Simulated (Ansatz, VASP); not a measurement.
## CdSe in VASP and in Ansatz

```
CELL_PARAMETERS angstrom
0.00000 2.11410 2.11410
2.11410 0.00000 2.11410
2.11410 2.11410 0.00000
ATOMIC_POSITIONS crystal
Cd 0.00000 0.00000 0.00000
Se 0.50000 0.50000 0.50000
```

Change from the starting cell: volume scaled by 0.4, crystal datasets.

Alike in both runs: task single point; functional PBE; k mesh 14 × 14 × 14; occupations fermi-dirac, width 0.08 eV; no spin polarisation.

|  | VASP | Ansatz |
| --- | --- | --- |
| version | VASP 6.6.1 | Ansatz 0.2.0 |
| potentials or method | VASP PAW PBE potentials, release 64 (Cd, Se), cutoff 500 eV | all-electron PAW with datasets made for the crystal, scalar-relativistic |

Ansatz gave:

```
pressure (GPa) : 480.7
```

Question: Estimate VASP's values.

Answer: Pressure (GPa): 504.8.

Both programs put the cell under a high pressure, so it lies far from rest at this level. Ansatz ran all-electron here, and VASP with PAW potentials.

Noted on VASP's run: the cell as given lies far from equilibrium.
